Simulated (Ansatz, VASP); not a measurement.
Mo in VASP and in Ansatz

INCAR

```
PREC = Accurate
ENCUT = 520
EDIFF = 1E-6
ISMEAR = -1
SIGMA = 0.08
LREAL = False
LASPH = True
NELM = 60
ALGO = Normal
ISIF = 2
LWAVE = False
LCHARG = True
GGA = PE
LELF = True
LVHAR = True
NBANDS = 13
```

KPOINTS

```
regular mesh
0
Gamma
  18 18 16
```

POSCAR

```
Mo
1.0
    2.6262234427      0.0000000000      0.0000000000
   -1.3131117213      2.2743762174      0.0000000000
    0.0000000000      0.0000000000      2.3904776295
Mo
1
Direct
    0.0000000000      0.0000000000      0.0000000000
```

Input for Ansatz:

```yaml
crystal:
  lattice:
    - [2.6262234427, 0.0, 0.0]
    - [-1.3131117213, 2.2743762174, 0.0]
    - [0.0, 0.0, 2.3904776295]
  atoms:
    - { symbol: Mo, position: [0.0, 0.0, 0.0] }
kpoints:
  mp_grid: { grid: [18, 18, 16] }
scf:
  occupations: { method: fermi_dirac, width: 0.08 }
hamiltonian:
  xc: pbe
  pseudopotentials: { kind: all_electron, lapw: { basis_error: 0.001 } }
output:
  forces: true
  stress: true
  eigenvalues: true
  populations: true
```

Change from the starting cell: volume scaled by 0.85, LAPW.

Alike in both runs: task single point; functional PBE; k mesh 18 × 18 × 16; occupations fermi-dirac, width 0.08 eV; no spin polarisation.

```csv
,VASP,Ansatz
version,VASP 6.6.1,Ansatz 0.2.0
potentials or method,"VASP PAW PBE potentials, release 64 (Mo_sv), cutoff 520 eV","all-electron LAPW, scalar-relativistic"
```

```csv
,VASP,Ansatz,Ansatz less VASP
pressure (GPa),48.1,47.0,-1.13
"traceless stress, the component that is largest in VASP (GPa)",0.54,0.02,-0.521
```

Both programs put the cell under a high pressure, so it lies far from rest at this level. Ansatz ran all-electron here, and VASP with PAW potentials.
